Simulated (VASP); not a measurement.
# VH2 (Fm-3m) in VASP: single point with r2SCAN

Aim: the single point of VH2 with r2SCAN.

Everything below comes from runs of VASP 6.6.1. Logs are shortened: lines on timing, memory, paths and dates and some standing lists are left out, and cuts for length are marked.

## 1. The cell of the first run

Symmetry: Fm-3m, No. 225, cubic system. Conventional cell: a = 4.188 Å, b = 4.188 Å, c = 4.188 Å, α = 90.00°, β = 90.00°, γ = 90.00°. V (site symmetry m-3m) has 8 H at 1.81 Å within 2.4 Å. H (site symmetry -43m) has 4 V at 1.81 Å and 6 H at 2.09 Å within 2.4 Å.

## 2. Single point, r2SCAN, collinear spin, ferromagnetic start

Input file POSCAR:

```
VH2
1.0
    0.0000000000      2.0937543607      2.0937543607
    2.0937543607      0.0000000000      2.0937543607
    2.0937543607      2.0937543607      0.0000000000
V H
1 2
Direct
    0.0000000000      0.0000000000      0.0000000000
    0.2500000000      0.2500000000      0.2500000000
    0.7500000000      0.7500000000      0.7500000000
```

Input file INCAR.step1:

```
ALGO = Normal ; EDIFF = 1E-4
ENCUT = 520 ; GGA = PE
ISMEAR = 0 ; ISPIN = 2
LASPH = T ; LCHARG = F
LMAXMIX = 4 ; LREAL = F
LWAVE = T ; MAGMOM = 1.04 0 0
NBANDS = 18 ; NELM = 150
PREC = Accurate ; SIGMA = 0.1
```

Input file INCAR.step2:

```
ALGO = Normal ; EDIFF = 1E-7
ENCUT = 520 ; ISIF = 2
ISMEAR = 0 ; ISPIN = 2
ISTART = 1 ; LASPH = T
LCHARG = F ; LMAXMIX = 4
LMIXTAU = T ; LORBIT = 11
LREAL = F ; LWAVE = F
MAGMOM = 1.04 0 0 ; METAGGA = R2SCAN
NBANDS = 18 ; NELM = 150
PREC = Accurate ; SIGMA = 0.1
```

Input file KPOINTS:

```
k-points
0
Gamma
  16 16 16
```

Potentials or basis: VASP PAW PBE potentials, release 64 (V_sv, H).

Launch:

```sh
$ cat potpaw_PBE.64/V_sv/POTCAR potpaw_PBE.64/H/POTCAR > POTCAR
$ cp INCAR.step1 INCAR
$ mpirun -np 1 vasp_std > vasp.out
$ cp INCAR.step2 INCAR
$ mpirun -np 1 vasp_std > vasp.out
```

OUTCAR:

```text
EDIFF = 1E-7
   ENCUT = 520
   ISIF = 2
   ISMEAR = 0
   ISPIN = 2
   ISTART = 1
   LASPH = T
   LORBIT = 11
   LREAL = F
   METAGGA = R2SCAN
   NELM = 150
   PREC = Accurate

 ion  position               nearest neighbor table
   1  0.000  0.000  0.000-   3 1.81   3 1.81   3 1.81   2 1.81   3 1.81   2 1.81   2 1.81   2 1.81

   2  0.250  0.250  0.250-   1 1.81   1 1.81   1 1.81   1 1.81
   3  0.750  0.750  0.750-   1 1.81   1 1.81   1 1.81   1 1.81

  LATTYP: Found a face centered cubic cell.
 ALAT       =     4.1875087214

  Lattice vectors:

 A1 = (   0.0000000000,   2.0937543607,   2.0937543607)
 A2 = (   2.0937543607,   0.0000000000,   2.0937543607)
 A3 = (   2.0937543607,   2.0937543607,   0.0000000000)

Analysis of symmetry for initial positions (statically):
=====================================================================
 Subroutine PRICEL returns:
 Original cell was already a primitive cell.

 Routine SETGRP: Setting up the symmetry group for a
 face centered cubic supercell.

 Subroutine GETGRP returns: Found 48 space group operations
 (whereof 48 operations were pure point group operations)
 out of a pool of 48 trial point group operations.

The static configuration has the point symmetry O_h .

Analysis of symmetry for dynamics (positions and initial velocities):
=====================================================================
 Subroutine PRICEL returns:
 Original cell was already a primitive cell.

 Routine SETGRP: Setting up the symmetry group for a
 face centered cubic supercell.

 Subroutine GETGRP returns: Found 48 space group operations
 (whereof 48 operations were pure point group operations)
 out of a pool of 48 trial point group operations.

The dynamic configuration has the point symmetry O_h .

Analysis of structural, dynamic, and magnetic symmetry:
=====================================================================
 Subroutine PRICEL returns:
 Original cell was already a primitive cell.

 Routine SETGRP: Setting up the symmetry group for a
 face centered cubic supercell.

 Subroutine GETGRP returns: Found 48 space group operations
 (whereof 48 operations were pure point group operations)
 out of a pool of 48 trial point group operations.

The overall configuration has the point symmetry O_h .

 Subroutine INISYM returns: Found 48 space group operations
 (whereof 48 operations are pure point group operations),
 and found     1 'primitive' translations

[... 121 lines left out ...]
   METAGGA = R2SCAN    functional components
   LHFCALC =     F    Hartree Fock is set to
   AEXX    =    0.0000 exact exchange contribution
   IVDW    =     0    specifies the selected vdW correction
   LEPSILON=     F    determine dielectric tensor
   LRPA    =     F    only Hartree local field effects (RPA)
 spin polarized calculation
 Gauss-broadening in eV      SIGMA  =   0.10
  energy-cutoff  :      520.00
  volume of cell :       18.36
 maximum number of plane-waves:       531
 NGX is ok and might be reduce to    24
   NGX = 11   NGY = 11   NGZ = 11

 number of electron      14.9999994 magnetization       0.0000034

 Free energy of the ion-electron system (eV)
  ---------------------------------------------------
  ext. energy  EPLUGINS =         0.00000000
  ---------------------------------------------------
  free energy    TOTEN  =       -21.74167581 eV

  energy without entropy =      -21.73515557  energy(sigma->0) =      -21.73841569

 E-fermi :   8.8343     XC(G=0): -13.3506

 val. band max:        8.8265437585   @ k =   0.2500   0.2500   0.0000
 cond. band min:       8.8364491260   @ k =   0.5000   0.2500   0.0625
 fundamental gap:      0.0099053675
 Fermi energy:         8.8342662162

 spin component 1

 k-point     1 :       0.0000    0.0000    0.0000
  band No.  band energies     occupation
      1     -58.4100      1.00000
      2     -30.9510      1.00000
      3     -30.9510      1.00000
      4     -30.9510      1.00000
      5      -3.6048      1.00000
      6       7.7771      1.00000
[... 493 lines left out ...]
     17      30.4249      0.00000
     18      31.2553      0.00000

 [... further k-points ...]

 spin component 2

 k-point     1 :       0.0000    0.0000    0.0000
  band No.  band energies     occupation
      1     -58.4100      1.00000
      2     -30.9510      1.00000
      3     -30.9510      1.00000
      4     -30.9510      1.00000
      5      -3.6048      1.00000
      6       7.7771      1.00000
[... 493 lines left out ...]
     17      30.4249      0.00000
     18      31.2553      0.00000

 [... further k-points ...]

------------------------ aborting loop because EDIFF is reached ----------------------------------------

  FORCE on cell =-STRESS in cart. coord.  units (eV):
  Direction    XX          YY          ZZ          XY          YZ          ZX
  --------------------------------------------------------------------------------------
  -------------------------------------------------------------------------------------
  Total        0.0473705      0.0473705      0.0473705      0.0000000     -0.0000000      0.0000000
  in kB        4.1343896      4.1343896      4.1343896      0.0000000     -0.0000000      0.0000000
  external PRESSURE =       4.1343896 kB  Pullay stress =       0.0000000 kB

 VOLUME and BASIS-vectors are now :
 -----------------------------------------------------------------------------
  energy-cutoff  :      520.00
  volume of cell :       18.36
      direct lattice vectors                 reciprocal lattice vectors
     0.000000000  2.093754361  2.093754361    -0.238805473  0.238805473  0.238805473
     2.093754361  0.000000000  2.093754361     0.238805473 -0.238805473  0.238805473
     2.093754361  2.093754361  0.000000000     0.238805473  0.238805473 -0.238805473

 POSITION                                       TOTAL-FORCE (eV/Angst)
 -----------------------------------------------------------------------------------
      0.00000      0.00000      0.00000        -0.000000     -0.000000     -0.000000
      1.04688      1.04688      1.04688         0.000000      0.000000      0.000000
      3.14063      3.14063      3.14063        -0.000000     -0.000000     -0.000000
 -----------------------------------------------------------------------------------
    total drift:                               -0.000000      0.000000      0.000000

  FREE ENERGIE OF THE ION-ELECTRON SYSTEM (eV)
  ---------------------------------------------------
  free  energy   TOTEN  =       -21.7416758115 eV

  energy  without entropy=      -21.7351555745  energy(sigma->0) =      -21.73841569

 total charge

# of ion       s       p       d       tot
------------------------------------------
    1        2.213   6.237   3.182  11.632
    2        0.597   0.030   0.000   0.627
    3        0.597   0.030   0.000   0.627
--------------------------------------------------
tot          3.408   6.297   3.182  12.887

 magnetization (x)

# of ion       s       p       d       tot
------------------------------------------
    1        0.000   0.000   0.000   0.000
    2       -0.000   0.000   0.000  -0.000
    3       -0.000   0.000   0.000  -0.000
--------------------------------------------------
tot         -0.000   0.000   0.000   0.000
```

It took 7.2 min on 1 thread of Intel Xeon 8259CL, shared host; peak memory 0.22 GiB.

What came out:

| Quantity | Value |
| --- | --- |
| Free energy | -21.7417 eV |
| Pressure | 0.4 GPa |
| Net moment | 0.00 μB per cell |
| Valence electrons inside the program's atomic spheres | V 11.63; H 0.63 |

Levels at points of the mesh, in eV from the Fermi level:
Spin up:
```
           k point  band 6  band 7  band 8  band 9  band 10  band 11
(0.00, 0.00, 0.00)   -1.06   -1.06   -1.06    0.82     0.82     0.86
(0.50, 0.00, 0.00)   -6.22   -0.92   -0.92    1.65     1.65     4.62
(0.50, 0.50, 0.00)   -6.25   -3.90    1.73    1.78     1.78     7.48
```
Spin down:
| k point | band 4 | band 5 | band 6 | band 7 | band 8 | band 9 | band 10 | band 11 | band 12 | band 13 |
| --- | --- | --- | --- | --- | --- | --- | --- | --- | --- | --- |
| (0.00, 0.00, 0.00) | -39.79 | -12.44 | -1.06 | -1.06 | -1.06 | 0.82 | 0.82 | 0.86 | 17.06 | 18.49 |
| (0.50, 0.00, 0.00) | -39.84 | -8.66 | -6.22 | -0.92 | -0.92 | 1.65 | 1.65 | 4.62 | 8.11 | 15.49 |
| (0.50, 0.50, 0.00) | -39.93 | -7.12 | -6.25 | -3.90 | 1.73 | 1.78 | 1.78 | 7.48 | 8.31 | 8.56 |

Caveat: the moments typed at the start vanished in this run; the PAW data sets were made with another functional, which shifts forces and pressure a little.
